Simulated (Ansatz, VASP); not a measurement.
**KF in VASP and in Ansatz**

File INCAR:

```
PREC = Accurate
ENCUT = 520
EDIFF = 1E-6
ISMEAR = 0
SIGMA = 0.05
LREAL = False
LASPH = True
NELM = 60
ALGO = Normal
ISIF = 2
LWAVE = False
LCHARG = True
GGA = PE
LELF = True
LVHAR = True
NBANDS = 15
```

KPOINTS

```
regular mesh
0
Gamma
  8 8 8
```

File POSCAR:

```
KF
1.0
    0.0000000000      2.7391639696      2.7391639696
    2.7391639696      0.0000000000      2.7391639696
    2.7391639696      2.7391639696      0.0000000000
K F
1 1
Direct
    0.0000000000      0.0000000000      0.0000000000
    0.5000000000      0.5000000000      0.5000000000
```

Input for Ansatz:

```yaml
crystal:
  lattice:
    - [0.0, 2.7391639696, 2.7391639696]
    - [2.7391639696, 0.0, 2.7391639696]
    - [2.7391639696, 2.7391639696, 0.0]
  atoms:
    - { symbol: K, position: [0.0, 0.0, 0.0] }
    - { symbol: F, position: [0.5, 0.5, 0.5] }
basis:
  ecutwfc: 520.0
kpoints:
  mp_grid: { grid: [8, 8, 8] }
hamiltonian:
  xc: pbe
scf:
  occupations: { method: gaussian, width: 0.05 }
output:
  forces: true
  stress: true
  eigenvalues: true
```

Alike in both runs: task single point; functional PBE; k mesh 8 × 8 × 8; occupations gaussian, width 0.05 eV; no spin polarisation.

```csv
,VASP,Ansatz
version,VASP 6.6.1,Ansatz 0.2.0
potentials or method,"VASP PAW PBE potentials, release 64 (K_sv, F), cutoff 520 eV","scalar-relativistic, plane waves, PAW"
valence electrons in the cell,16,16
```

Ansatz gave:

```
gap on the k mesh at the Fermi level (eV) : 5.81
least direct gap on the mesh (eV)         : 5.81
pressure (GPa)                            : -0.8
```

Q: Which values does VASP return?

A: gap on the k mesh at the Fermi level (eV): 5.79; least direct gap on the mesh (eV): 5.79; pressure (GPa): -0.9.
